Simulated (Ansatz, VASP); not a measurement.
BP in VASP and in Ansatz

Contents of INCAR:

```
  PREC = Accurate
  ENCUT = 500
  EDIFF = 1E-6
  ISMEAR = 0
  SIGMA = 0.5
  LREAL = False
  LASPH = True
  NELM = 120
  ALGO = Normal
  ISIF = 2
  LWAVE = False
  LCHARG = True
  GGA = PS
  LELF = True
  LVHAR = True
  NBANDS = 11
  GGA_COMPAT = False
```

KPOINTS

```
Automatic mesh
0
Gamma
  6 6 6
```

Contents of POSCAR:

```
BP
1.0
    2.7080526412      0.0000000000      0.0000000000
    0.0000000000      2.7080526412      0.0000000000
    0.0000000000      0.0000000000      2.7080526412
B P
1 1
Direct
    0.0000000000      0.0000000000      0.0000000000
    0.5000000000      0.5000000000      0.5000000000
```

Input for Ansatz:

```yaml
crystal:
  lattice:
    - [2.7080526412, 0.0, 0.0]
    - [0.0, 2.7080526412, 0.0]
    - [0.0, 0.0, 2.7080526412]
  atoms:
    - { symbol: B, position: [0.0, 0.0, 0.0] }
    - { symbol: P, position: [0.5, 0.5, 0.5] }
kpoints:
  mp_grid: { grid: [6, 6, 6] }
hamiltonian:
  xc: pbesol
scf:
  occupations: { method: gaussian, width: 0.5 }
  n_extra_bands: 4
output:
  forces: true
  stress: true
  eigenvalues: true
```

Alike in both runs: task single point; functional PBEsol; k mesh 6 × 6 × 6; occupations gaussian, width 0.5 eV; no spin polarisation.

```csv
,VASP,Ansatz
version,VASP 6.6.1,Ansatz 0.2.0
potentials or method,"VASP PAW PBE potentials, release 64 (B, P)",plane waves
plane-wave cutoff (eV),500,420
valence electrons in the cell,8,8
```

```csv
,VASP,Ansatz,Ansatz less VASP
pressure (GPa),0.0,-0.2,-0.17
```

VASP's potentials were made for PBE, not for PBEsol.

The k mesh is coarse, so the values compare programs but aren't converged.
